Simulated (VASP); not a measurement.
Here is a VASP 6.6.1 calculation.

File INCAR:

```
SYSTEM = InAs
ALGO = Normal
EDIFF = 1E-7
ENCUT = 520
GGA = PS
ISIF = 2
ISMEAR = 0
LASPH = .TRUE.
LCHARG = .TRUE.
LELF = .TRUE.
LREAL = .FALSE.
LVHAR = .TRUE.
LWAVE = .FALSE.
NBANDS = 16
NELM = 60
PREC = Accurate
SIGMA = 0.15
```

File KPOINTS:

```
k-points
0
G
  14 14 14
  0 0 0
```

POSCAR

```
InAs
1.0
    0.0000000000      3.1983063955      3.1983063955
    3.1983063955      0.0000000000      3.1983063955
    3.1983063955      3.1983063955      0.0000000000
In As
1 1
Direct
    0.0000000000      0.0000000000      0.0000000000
    0.7500000000      0.7500000000      0.7500000000
```

Potentials or basis: VASP PAW PBE potentials, release 64 (In_d, As).

The run is started by

```bash
$ cat potpaw_PBE.64/In_d/POTCAR potpaw_PBE.64/As/POTCAR > POTCAR
$ mpirun -np 1 vasp_std > vasp.out
```

Estimate the band gap on the k mesh.

zero (filled and empty bands touch).

What does it give for the pressure?

-5.8 GPa.

Caveat: the cell stands under tension; semilocal functionals underestimate gaps, and a narrow one can read as zero; the PAW data sets were made with another functional, which shifts forces and pressure a little; spin-orbit coupling is left out, which moves the levels of the heavy elements.
